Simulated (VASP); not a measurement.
BN (Qingsongite):

```xyz
2
Lattice="0.0000 1.8075 1.8075 1.8075 0.0000 1.8075 1.8075 1.8075 0.0000" Properties=species:S:1:pos:R:3 pbc="T T T"
B     0.0000    0.0000    0.0000
N     0.9038    0.9038    0.9038
```

- Program: VASP 6.6.1
- Task: relaxation of cell and atoms
- Functional: RPBE
- Potentials or basis: VASP PAW PBE potentials, release 64 (B, N)
- Cutoff: 600 eV
- k mesh: 8 × 8 × 8
- Occupations: gaussian, width 0.01 eV
- Spin: no spin polarisation

At the start: pressure 9.0 GPa; volume 5.91 Å³/atom.

Task: Where does the relaxation end?

Result: Over 3 steps the energy falls by 3.9 meV/atom and the volume is 6.05 Å³/atom (+2.4 %); space group F-43m (No. 216, to 0.05 Å).

The path:
| step | energy change (eV) | largest force (eV/Å) | pressure (GPa) | volume (Å³) |
| --- | --- | --- | --- | --- |
| 1 | 0.0000 | 0.0000 | 8.97 | 11.81 |
| 2 | -0.0003 | 0.0000 | -8.15 | 12.38 |
| 3 | -0.0078 | 0.0000 | 0.00 | 12.10 |

Final structure:
```xyz
2
Lattice="0.0000 1.8219 1.8219 1.8219 0.0000 1.8219 1.8219 1.8219 0.0000" Properties=species:S:1:pos:R:3 pbc="T T T"
B     0.0000    0.0000    0.0000
N     0.9110    0.9110    0.9110
```

Caveat: the PAW data sets were made with another functional, which shifts forces and pressure a little.
